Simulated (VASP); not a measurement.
**GaF: single point with r2SCAN-based global hybrid with 35 % exact exchange**

The system is GaF.

```
CELL_PARAMETERS angstrom
3.16592 0.00000 0.00000
0.00000 3.16592 0.00000
0.00000 0.00000 3.16592
ATOMIC_POSITIONS crystal
Ga 0.00000 0.00000 0.00000
F 0.50000 0.50000 0.50000
```

| Quantity | Value |
| --- | --- |
| Program | VASP 6.6.1 |
| Task | single point |
| Functional | r2SCAN-based global hybrid with 35 % exact exchange |
| Potentials or basis | VASP PAW PBE potentials, release 64 (Ga_d, F) |
| Cutoff | 520 eV |
| k mesh | 5 × 5 × 5 |
| Occupations | fermi-dirac, width 0.05 eV |
| Spin | no spin polarisation |

```
Pressure               : -1.6 GPa
Band gap on the k mesh : 4.27 eV (least direct gap 5.36 eV)
```

Levels at points of the mesh, in eV from the valence-band top:
```csv
k point,band 8,band 9,band 10,band 11,band 12,band 13
"(0.00, 0.00, 0.00)",-4.18,-4.18,-4.18,12.29,12.29,12.29
```

It took 23 min on 1 thread of Intel Xeon 8259CL, on a shared host, peak memory 0.16 GiB.

Caveat: the PAW data sets were made with another functional, which shifts forces and pressure a little; an odd mesh through Γ misses points on the zone boundary, where band edges can lie.
